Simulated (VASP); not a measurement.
Write the native input for VASP 6.6.1 that does the following.

* Task: single point
* Functional: PBE
* Potentials or basis: VASP PAW PBE potentials, release 64 (Li_sv, F)
* Cutoff: 520 eV
* k mesh: 12 × 12 × 12
* Occupations: gaussian, width 0.05 eV
* Spin: no spin polarisation
* Dipole correction: no
* Further INCAR settings: ALGO = Normal; EDIFF = 1e-06; NBANDS = 12

The structure of LiF lies in POSCAR:

```
LiF
1.0
    0.0000000000      1.7593910560      2.6390865840
    1.7593910560      0.0000000000      2.6390865840
    1.7593910560      1.7593910560      0.0000000000
Li F
1 1
Direct
    0.0000000000      0.0000000000      0.0000000000
    0.5000000000      0.5000000000      0.5000000000
```

This cell differs from its parent crystal: ratio of the length along z to the lengths across it x 1.5, volume and fractional coordinates fixed.

These files were run (other wordings do the same):

INCAR

```
ALGO = Normal
EDIFF = 1E-6
ENCUT = 520
GGA = PE
ISIF = 2
ISMEAR = 0
LASPH = True
LCHARG = True
LELF = True
LREAL = False
LVHAR = True
LWAVE = False
NBANDS = 12
NELM = 60
PREC = Accurate
SIGMA = 0.05
```

KPOINTS

```
k-points
0
Gamma
  12 12 12
```

Potentials or basis: VASP PAW PBE potentials, release 64 (Li_sv, F).

The run is started by

```console
$ cat potpaw_PBE.64/Li_sv/POTCAR potpaw_PBE.64/F/POTCAR > POTCAR
$ mpirun -np 1 vasp_std > vasp.out
```

Results of the run:

```json
{"Band gap on the k mesh": "8.06 eV, indirect (least direct gap 8.46 eV)"}
```

Run time: 61 s on 1 thread of AMD EPYC 7R13, on a shared host, peak memory 0.12 GiB.
